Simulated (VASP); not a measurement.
# Li2S (Fm-3m) in VASP: notebook

Runs on Li2S. Level: r2SCAN. Tasks: single point.

Program: VASP 6.6.1. These are calculated values, not measurements. Logs are shortened: lines on timing, memory, paths and dates and some standing lists are left out, and cuts for length are marked.

**1. The cell of the first run**

It takes space group Fm-3m (No. 225, cubic). The conventional cell has a = 5.632 Å, b = 5.632 Å, c = 5.632 Å, α = 90.00°, β = 90.00°, γ = 90.00°. Li (site symmetry -43m) has 4 S at 2.44 Å and 6 Li at 2.82 Å within 3.2 Å. Within 3.2 Å of S (site symmetry m-3m) lie 8 Li at 2.44 Å.

**2. Single point, r2SCAN (volume scaled by 0.97)**

POSCAR reads:

```
Li2S
1.0
    0.0000000000      2.8157657122      2.8157657122
    2.8157657122      0.0000000000      2.8157657122
    2.8157657122      2.8157657122      0.0000000000
Li S
2 1
Direct
    0.2500000000      0.2500000000      0.2500000000
    0.7500000000      0.7500000000      0.7500000000
    0.0000000000      0.0000000000      0.0000000000
```

INCAR.step1 reads:

```
SYSTEM = Li2S
  PREC = Accurate
  ENCUT = 830
  ISMEAR = 0
  SIGMA = 0.02
  LREAL = .FALSE.
  LASPH = .TRUE.
  NELM = 120
  NBANDS = 13
  GGA = PE
  ALGO = Normal
  EDIFF = 1E-5
  LWAVE = .TRUE.
  LCHARG = .FALSE.
  GGA_COMPAT = .FALSE.
```

INCAR.step2 reads:

```
SYSTEM = Li2S
  PREC = Accurate
  ENCUT = 830
  EDIFF = 1E-6
  ISMEAR = 0
  SIGMA = 0.02
  LREAL = .FALSE.
  LASPH = .TRUE.
  NELM = 120
  ALGO = Normal
  ISIF = 2
  LWAVE = .FALSE.
  LCHARG = .TRUE.
  METAGGA = R2SCAN
  LMIXTAU = .TRUE.
  LELF = .TRUE.
  LVHAR = .TRUE.
  NBANDS = 13
  ISTART = 1
  GGA_COMPAT = .FALSE.
```

KPOINTS reads:

```
Automatic mesh
0
G
  8 8 8
  0 0 0
```

Potentials or basis: VASP PAW PBE potentials, release 64 (Li_sv, S).

Run with:

```
> cat potpaw_PBE.64/Li_sv/POTCAR potpaw_PBE.64/S/POTCAR > POTCAR
> cp INCAR.step1 INCAR
> mpirun -np 1 vasp_std > vasp.out
> cp INCAR.step2 INCAR
> mpirun -np 1 vasp_std > vasp.out
```

OUTCAR:

```text
SYSTEM = Li2S
   PREC = Accurate
   ENCUT = 830
   EDIFF = 1E-6
   ISMEAR = 0
   LREAL = .FALSE.
   LASPH = .TRUE.
   NELM = 120
   ISIF = 2
   METAGGA = R2SCAN
   ISTART = 1

 ion  position               nearest neighbor table
   1  0.250  0.250  0.250-   3 2.44   3 2.44   3 2.44   3 2.44
   2  0.750  0.750  0.750-   3 2.44   3 2.44   3 2.44   3 2.44
   3  0.000  0.000  0.000-   2 2.44   2 2.44   2 2.44   1 2.44   2 2.44   1 2.44   1 2.44   1 2.44

  LATTYP: Found a face centered cubic cell.
 ALAT       =     5.6315314244

  Lattice vectors:

 A1 = (   0.0000000000,   2.8157657122,   2.8157657122)
 A2 = (   2.8157657122,   0.0000000000,   2.8157657122)
 A3 = (   2.8157657122,   2.8157657122,   0.0000000000)

Analysis of symmetry for initial positions (statically):
=====================================================================
 Subroutine PRICEL returns:
 Original cell was already a primitive cell.

 Routine SETGRP: Setting up the symmetry group for a
 face centered cubic supercell.

 Subroutine GETGRP returns: Found 48 space group operations
 (whereof 48 operations were pure point group operations)
 out of a pool of 48 trial point group operations.

The static configuration has the point symmetry O_h .

Analysis of symmetry for dynamics (positions and initial velocities):
=====================================================================
 Subroutine PRICEL returns:
 Original cell was already a primitive cell.

 Routine SETGRP: Setting up the symmetry group for a
 face centered cubic supercell.

 Subroutine GETGRP returns: Found 48 space group operations
 (whereof 48 operations were pure point group operations)
 out of a pool of 48 trial point group operations.

The dynamic configuration has the point symmetry O_h .

 Subroutine INISYM returns: Found 48 space group operations
 (whereof 48 operations are pure point group operations),
 and found     1 'primitive' translations

----------------------------------------------------------------------------------------

                                     Primitive cell

  volume of cell :      44.6498

  direct lattice vectors                    reciprocal lattice vectors
     0.000000000  2.815765712  2.815765712    -0.177571592  0.177571592  0.177571592
     2.815765712  0.000000000  2.815765712     0.177571592 -0.177571592  0.177571592
     2.815765712  2.815765712  0.000000000     0.177571592  0.177571592 -0.177571592

  length of vectors
     3.982094059  3.982094059  3.982094059     0.307563019  0.307563019  0.307563019

  position of ions in fractional coordinates (direct lattice)
     0.250000000  0.250000000  0.250000000
     0.750000000  0.750000000  0.750000000
     0.000000000  0.000000000  0.000000000

  ion indices of the primitive-cell ions
   primitive index   ion index
                 1           1
                 2           2
                 3           3

----------------------------------------------------------------------------------------

 KPOINTS: Automatic mesh

Automatic generation of k-mesh.
 Grid dimensions read from file:
 generate k-points for:    8    8    8

 Generating k-lattice:

  Cartesian coordinates                     Fractional coordinates (reciprocal lattice)
    -0.022196449  0.022196449  0.022196449     0.125000000  0.000000000  0.000000000
     0.022196449 -0.022196449  0.022196449     0.000000000  0.125000000  0.000000000
     0.022196449  0.022196449 -0.022196449     0.000000000  0.000000000  0.125000000

  Length of vectors
     0.038445377  0.038445377  0.038445377

  Shift w.r.t. Gamma in fractional coordinates (k-lattice)
     0.000000000  0.000000000  0.000000000

 Subroutine IBZKPT returns following result:
 ===========================================

 Found     29 irreducible k-points:

 Following reciprocal coordinates:
            Coordinates               Weight
  0.000000  0.000000  0.000000      1.000000
  0.125000  0.000000  0.000000      8.000000
  0.250000  0.000000  0.000000      8.000000
  0.375000  0.000000  0.000000      8.000000
  0.500000  0.000000  0.000000      4.000000
  0.125000  0.125000  0.000000      6.000000
[... 16 lines left out ...]
  0.500000  0.250000  0.125000     48.000000
 -0.375000  0.250000  0.125000     24.000000
 [... further k-points ...]
   k-points           NKPTS =     29   k-points in BZ     NKDIM =     29   number of bands    NBANDS=     13
   number of dos      NEDOS =    301   number of ions     NIONS =      3
   total plane-waves  NPLWV =  64000
   dimension x,y,z NGX =    40 NGY =   40 NGZ =   40
   dimension x,y,z NGXF=    80 NGYF=   80 NGZF=   80
   ions per type =               2   1
   NGX,Y,Z   is equivalent  to a cutoff of  16.70, 16.70, 16.70 a.u.
   NGXF,Y,Z  is equivalent  to a cutoff of  33.40, 33.40, 33.40 a.u.
 SYSTEM =  Li2S
   PREC   = accura    normal or accurate (medium, high low for compatibility)
   ISTART =      1    job   : 0-new  1-cont  2-samecut
   ICHARG =      0    charge: 1-file 2-atom 10-const
   ISPIN  =      1    spin polarized calculation?
   LNONCOLLINEAR =      F non collinear calculations
   LSORBIT =      F    spin-orbit coupling
   LASPH  =      T    aspherical Exc in radial PAW
   ENCUT  =  830.0 eV  61.00 Ry    7.81 a.u.   9.35  9.35  9.35*2*pi/ulx,y,z
   NELM   =    120;   NELMIN=  2; NELMDL=  0     # of ELM steps
   EDIFF  = 0.1E-05   stopping-criterion for ELM
   LREAL  =      F    real-space projection
   EDIFFG = 0.1E-04   stopping-criterion for IOM
   NSW    =      0    number of steps for IOM
   IBRION =     -1    ionic relax: 0-MD 1-quasi-New 2-CG
   NFREE  =      0    steps in history (QN), initial steepest desc. (CG)
   ISIF   =      2    stress and relaxation
   ISYM   =      2    0-nonsym 1-usesym 2-fastsym
   POTIM  = 0.5000    time-step for ionic-motion
   TEBEG  =    0.0;   TEEND  =   0.0 temperature during run
   PSTRESS=    0.0 pullay stress
   NELECT =      12.0000    total number of electrons
   NUPDOWN=      -1.0000    fix difference up-down
   EMIN   =  10.00;   EMAX   =-10.00  energy-range for DOS
   EFERMI =   0.00;   METHOD = LEGACY
   ISMEAR =     0;   SIGMA  =   0.02  broadening in eV -4-tet -1-fermi 0-gaus
   EFERMI_NEDOS =   21; number of points for ismear=-14 and -15
   IALGO  =     38    algorithm
   IMIX   =      4    mixing-type and parameters
     AMIX     =   0.40;   BMIX     =  1.00
     AMIX_MAG =   1.60;   BMIX_MAG =  1.00
  volume/ion in A,a.u.               =      14.88       100.44
  Fermi-wavevector in a.u.,A,eV,Ry     =   1.056482  1.996461 15.186197  1.116154
  Thomas-Fermi vector in A             =   2.191719
   LORBIT       =      0    0 simple, 1 ext, 2 COOP (PROOUT), +10 PAW based schemes
   METAGGA = R2SCAN    functional components
   LHFCALC =     F    Hartree Fock is set to
   AEXX    =    0.0000 exact exchange contribution
   IVDW    =     0    specifies the selected vdW correction
   LEPSILON=     F    determine dielectric tensor
   LRPA    =     F    only Hartree local field effects (RPA)
 non-spin polarized calculation
 Gauss-broadening in eV      SIGMA  =   0.02
  energy-cutoff  :      830.00
  volume of cell :       44.65
 maximum number of plane-waves:      2452
 NGX is ok and might be reduce to    40
   NGX = 19   NGY = 19   NGZ = 19

 number of electron      12.0000004 magnetization

 Free energy of the ion-electron system (eV)
  ---------------------------------------------------
  ext. energy  EPLUGINS =         0.00000000
  ---------------------------------------------------
  free energy    TOTEN  =       -17.37943367 eV

  energy without entropy =      -17.37943367  energy(sigma->0) =      -17.37943367

 E-fermi :   1.5030     XC(G=0):  -9.0518

 val. band max:        1.4077516694   @ k =   0.0000   0.0000   0.0000
 cond. band min:       5.2444445006   @ k =   0.5000   0.5000   0.0000
 fundamental gap:      3.8366928312
 Fermi energy:         1.5030080449

 k-point     1 :       0.0000    0.0000    0.0000
  band No.  band energies     occupation
      1     -44.1381      2.00000
      2     -44.0910      2.00000
      3     -10.1658      2.00000
      4       1.4078      2.00000
      5       1.4078      2.00000
      6       1.4078      2.00000
      7       6.6321      0.00000
      8       8.3293      0.00000
      9       8.3293      0.00000
     10       8.3293      0.00000
     11      13.2540      0.00000
     12      13.2540      0.00000
     13      15.0198      0.00000

 k-point     2 :       0.1250    0.0000    0.0000
  band No.  band energies     occupation
      1     -44.1362      2.00000
      2     -44.0926      2.00000
      3     -10.1049      2.00000
      4       0.8062      2.00000
      5       1.3159      2.00000
      6       1.3159      2.00000
      7       7.0492      0.00000
      8       8.5814      0.00000
      9       8.5814      0.00000
     10       8.7314      0.00000
     11      12.3552      0.00000
     12      12.3552      0.00000
     13      15.1835      0.00000

 k-point     3 :       0.2500    0.0000    0.0000
  band No.  band energies     occupation
      1     -44.1307      2.00000
      2     -44.0974      2.00000
      3      -9.9483      2.00000
      4      -0.3275      2.00000
      5       1.1160      2.00000
      6       1.1160      2.00000
      7       7.7183      0.00000
      8       8.9042      0.00000
      9       8.9042      0.00000
     10       9.6853      0.00000
     11      12.0270      0.00000
     12      12.0270      0.00000
     13      15.6797      0.00000
[... 305 lines left out ...]
 k-point    23 :       0.5000    0.2500    0.1250
  band No.  band energies     occupation
      1     -44.1207      2.00000
      2     -44.1062      2.00000
      3      -9.6886      2.00000
      4      -1.0272      2.00000
      5       0.1356      2.00000
      6       0.6162      2.00000
      7       7.7582      0.00000
      8       9.0490      0.00000
      9      10.2815      0.00000
     10      10.7401      0.00000
     11      12.3955      0.00000
     12      15.0174      0.00000
     13      16.2239      0.00000

 k-point    24 :      -0.3750    0.2500    0.1250
  band No.  band energies     occupation
      1     -44.1134      2.00000
      2     -44.1133      2.00000
      3      -9.6263      2.00000
      4      -1.2762      2.00000
      5       0.1207      2.00000
      6       0.4582      2.00000
      7       7.8454      0.00000
      8       8.9387      0.00000
      9      10.6749      0.00000
     10      11.3506      0.00000
     11      12.7945      0.00000
     12      14.2654      0.00000
     13      15.8768      0.00000

 [... further k-points ...]

------------------------ aborting loop because EDIFF is reached ----------------------------------------

  FORCE on cell =-STRESS in cart. coord.  units (eV):
  Direction    XX          YY          ZZ          XY          YZ          ZX
  --------------------------------------------------------------------------------------
  -------------------------------------------------------------------------------------
  Total        0.3358949      0.3358949      0.3358949      0.0000000      0.0000000      0.0000000
  in kB       12.0529803     12.0529803     12.0529803      0.0000000      0.0000000      0.0000000
  external PRESSURE =      12.0529803 kB  Pullay stress =       0.0000000 kB

 VOLUME and BASIS-vectors are now :
 -----------------------------------------------------------------------------
  energy-cutoff  :      830.00
  volume of cell :       44.65
      direct lattice vectors                 reciprocal lattice vectors
     0.000000000  2.815765712  2.815765712    -0.177571592  0.177571592  0.177571592
     2.815765712  0.000000000  2.815765712     0.177571592 -0.177571592  0.177571592
     2.815765712  2.815765712  0.000000000     0.177571592  0.177571592 -0.177571592

 POSITION                                       TOTAL-FORCE (eV/Angst)
 -----------------------------------------------------------------------------------
      1.40788      1.40788      1.40788         0.000000      0.000000      0.000000
      4.22365      4.22365      4.22365        -0.000000     -0.000000     -0.000000
      0.00000      0.00000      0.00000        -0.000000     -0.000000     -0.000000
 -----------------------------------------------------------------------------------
    total drift:                                0.000000     -0.000000      0.000000

  FREE ENERGIE OF THE ION-ELECTRON SYSTEM (eV)
  ---------------------------------------------------
  free  energy   TOTEN  =       -17.3794336708 eV

  energy  without entropy=      -17.3794336708  energy(sigma->0) =      -17.37943367
```

It took 90 s on 1 thread of Intel Xeon 6975P-C (Granite Rapids), shared host; peak memory 0.25 GiB.

Results:

```yaml
Free_energy: -17.3794 eV
Pressure: 1.2 GPa
Band_gap_on_the_k_mesh: 3.84 eV, indirect (least direct gap 5.22 eV)
```

Levels at points of the mesh, in eV from the valence-band top:
```
           k point  band 4  band 5  band 6  band 7  band 8  band 9
(0.00, 0.00, 0.00)    0.00    0.00    0.00    5.22    6.92    6.92
(0.50, 0.00, 0.00)   -2.99   -0.53   -0.53    7.13    7.21    7.21
(0.50, 0.50, 0.00)   -2.22   -1.50   -1.50    3.84    7.98   12.41
```

Caveat: the cell differs from its parent crystal (volume scaled by 0.97); the PAW data sets were made with another functional, which shifts forces and pressure a little.

**3. Single point, r2SCAN**

This run uses another cell than the first one, of 15.34 Å³/atom, 1.031 times its volume.

POSCAR reads:

```
Li2S
1.0
    0.0000000000      2.8445000000      2.8445000000
    2.8445000000      0.0000000000      2.8445000000
    2.8445000000      2.8445000000      0.0000000000
Li S
2 1
Direct
    0.2500000000      0.2500000000      0.2500000000
    0.7500000000      0.7500000000      0.7500000000
    0.0000000000      0.0000000000      0.0000000000
```

INCAR.step1 reads:

```
PREC = Accurate
ENCUT = 830
ISMEAR = 0
SIGMA = 0.02
LREAL = False
LASPH = True
NELM = 120
NBANDS = 13
GGA = PE
ALGO = Normal
EDIFF = 1E-5
LWAVE = True
LCHARG = False
GGA_COMPAT = False
```

INCAR.step2 reads:

```
PREC = Accurate
ENCUT = 830
EDIFF = 1E-6
ISMEAR = 0
SIGMA = 0.02
LREAL = False
LASPH = True
NELM = 120
ALGO = Normal
ISIF = 2
LWAVE = False
LCHARG = False
METAGGA = R2SCAN
LMIXTAU = True
NBANDS = 13
ISTART = 1
GGA_COMPAT = False
```

KPOINTS reads:

```
regular mesh
0
Gamma
  8 8 8
```

Potentials or basis: VASP PAW PBE potentials, release 64 (Li_sv, S).

Run with:

```
> cat potpaw_PBE.64/Li_sv/POTCAR potpaw_PBE.64/S/POTCAR > POTCAR
> cp INCAR.step1 INCAR
> mpirun -np 1 vasp_std > vasp.out
> cp INCAR.step2 INCAR
> mpirun -np 1 vasp_std > vasp.out
```

It took 97 s on 1 thread of Intel Xeon 6975P-C (Granite Rapids), shared host; peak memory 0.26 GiB.

It converged, with:

```yaml
Free_energy: -17.3841 eV
Pressure: -0.2 GPa
Band_gap_on_the_k_mesh: 3.86 eV, indirect (least direct gap 5.06 eV)
```

Levels at points of the mesh, in eV from the valence-band top:
| k point | band 3 | band 4 | band 5 | band 6 | band 7 | band 8 | band 9 | band 10 |
| --- | --- | --- | --- | --- | --- | --- | --- | --- |
| (0.00, 0.00, 0.00) | -11.49 | 0.00 | 0.00 | 0.00 | 5.06 | 6.91 | 6.91 | 6.91 |
| (0.50, 0.00, 0.00) | -11.05 | -2.89 | -0.51 | -0.51 | 6.98 | 7.19 | 7.19 | 9.14 |
| (0.50, 0.50, 0.00) | -10.92 | -2.16 | -1.44 | -1.44 | 3.86 | 7.90 | 12.17 | 12.17 |

Caveat: the PAW data sets were made with another functional, which shifts forces and pressure a little. A k mesh can miss the band edges.

**4. Single point, r2SCAN**

This run uses another cell than the first one, of 15.34 Å³/atom, 1.031 times its volume.

POSCAR is that of step 3.

INCAR.step1 reads:

```
SYSTEM = Li2S
ALGO = Normal
EDIFF = 1E-5
ENCUT = 830
GGA = PE
GGA_COMPAT = .FALSE.
ISMEAR = 0
LASPH = .TRUE.
LCHARG = .FALSE.
LREAL = .FALSE.
LWAVE = .TRUE.
NBANDS = 13
NELM = 120
PREC = Accurate
SIGMA = 0.02
```

INCAR.step2 reads:

```
SYSTEM = Li2S
ALGO = Normal
EDIFF = 1E-6
ENCUT = 830
GGA_COMPAT = .FALSE.
ISIF = 2
ISMEAR = 0
ISTART = 1
LASPH = .TRUE.
LCHARG = .FALSE.
LMIXTAU = .TRUE.
LREAL = .FALSE.
LWAVE = .FALSE.
METAGGA = R2SCAN
NBANDS = 13
NELM = 120
PREC = Accurate
SIGMA = 0.02
```

KPOINTS reads:

```
k-points
0
G
  8 8 8
  0 0 0
```

Run with:

```
> cat potpaw_PBE.64/Li_sv/POTCAR potpaw_PBE.64/S/POTCAR > POTCAR
> cp INCAR.step1 INCAR
> mpirun -np 1 vasp_std > vasp.out
> cp INCAR.step2 INCAR
> mpirun -np 1 vasp_std > vasp.out
```

Run time: 92 s. Hardware: 1 thread of Intel Xeon 6975P-C (Granite Rapids), shared host; peak memory 0.26 GiB.

The run converged. Its results:

| Quantity | Value |
| --- | --- |
| Free energy | -17.3841 eV |
| Pressure | -0.2 GPa |
| Band gap on the k mesh | 3.86 eV, indirect (least direct gap 5.06 eV) |

Levels at points of the mesh, in eV from the valence-band top:
```csv
k point,band 3,band 4,band 5,band 6,band 7,band 8,band 9,band 10
"(0.00, 0.00, 0.00)",-11.49,0.00,0.00,0.00,5.06,6.91,6.91,6.91
"(0.50, 0.00, 0.00)",-11.05,-2.89,-0.51,-0.51,6.98,7.19,7.19,9.14
"(0.50, 0.50, 0.00)",-10.92,-2.16,-1.44,-1.44,3.86,7.90,12.17,12.17
```

Caveat: the PAW data sets were made with another functional, which shifts forces and pressure a little. r2SCAN opens gaps a little over a GGA but as a rule still falls short of measured ones.

**5. Single point, r2SCAN (volume scaled by 1.03)**

POSCAR reads:

```
Li2S
1.0
    0.0000000000      2.8726651981      2.8726651981
    2.8726651981      0.0000000000      2.8726651981
    2.8726651981      2.8726651981      0.0000000000
Li S
2 1
Direct
    0.2500000000      0.2500000000      0.2500000000
    0.7500000000      0.7500000000      0.7500000000
    0.0000000000      0.0000000000      0.0000000000
```

INCAR.step1 reads:

```
  PREC = Accurate
  ENCUT = 830
  ISMEAR = 0
  SIGMA = 0.02
  LREAL = False
  LASPH = True
  NELM = 120
  NBANDS = 13
  GGA = PE
  ALGO = Normal
  EDIFF = 1E-5
  LWAVE = True
  LCHARG = False
  GGA_COMPAT = False
```

INCAR.step2 reads:

```
  PREC = Accurate
  ENCUT = 830
  EDIFF = 1E-6
  ISMEAR = 0
  SIGMA = 0.02
  LREAL = False
  LASPH = True
  NELM = 120
  ALGO = Normal
  ISIF = 2
  LWAVE = False
  LCHARG = False
  METAGGA = R2SCAN
  LMIXTAU = True
  NBANDS = 13
  ISTART = 1
  GGA_COMPAT = False
```

KPOINTS reads:

```
Automatic mesh
0
Gamma
  8 8 8
```

Run with:

```
> cat potpaw_PBE.64/Li_sv/POTCAR potpaw_PBE.64/S/POTCAR > POTCAR
> cp INCAR.step1 INCAR
> mpirun -np 1 vasp_std > vasp.out
> cp INCAR.step2 INCAR
> mpirun -np 1 vasp_std > vasp.out
```

Wall time 73 s (1 thread of Intel Xeon 6975P-C (Granite Rapids), shared host); peak memory 0.25 GiB.

The run converged. Its results:

```
Free energy            : -17.3776 eV
Pressure               : -1.4 GPa
Band gap on the k mesh : 3.87 eV, indirect (least direct gap 4.89 eV)
```

Levels at points of the mesh, in eV from the valence-band top:
```tsv
k point	band 2	band 3	band 4	band 5	band 6	band 7	band 8	band 9	band 10	band 11
(0.00, 0.00, 0.00)	-45.62	-11.41	0.00	0.00	0.00	4.89	6.89	6.89	6.89	11.69
(0.50, 0.00, 0.00)	-45.64	-10.99	-2.80	-0.49	-0.49	6.83	7.18	7.18	8.98	13.62
(0.50, 0.50, 0.00)	-45.63	-10.87	-2.10	-1.38	-1.38	3.87	7.82	11.94	11.94	13.04
```

Caveat: the cell differs from its parent crystal (volume scaled by 1.03); the PAW data sets were made with another functional, which shifts forces and pressure a little. A k mesh can miss the band edges.

**6. The runs side by side**

| cell | gap on the mesh (eV) | pressure (GPa) |
| --- | --- | --- |
| a = 3.982 Å, angles 60.0°, 3 atoms | 3.84 | 1.2 |
| a = 4.023 Å, angles 60.0°, 3 atoms | 3.86 | -0.2 |
| a = 4.063 Å, angles 60.0°, 3 atoms | 3.87 | -1.4 |

Alike in all rows: task single point; level r2SCAN; potentials or basis VASP PAW PBE potentials, release 64 (Li_sv, S); no spin polarisation; k mesh 8 × 8 × 8; cutoff (eV) 830; smearing gaussian 0.02 eV.

Caveats: the PAW data sets were made with another functional, which shifts forces and pressure a little.

Total energies depend on the potentials used, so only differences within one code and one set of settings carry meaning.
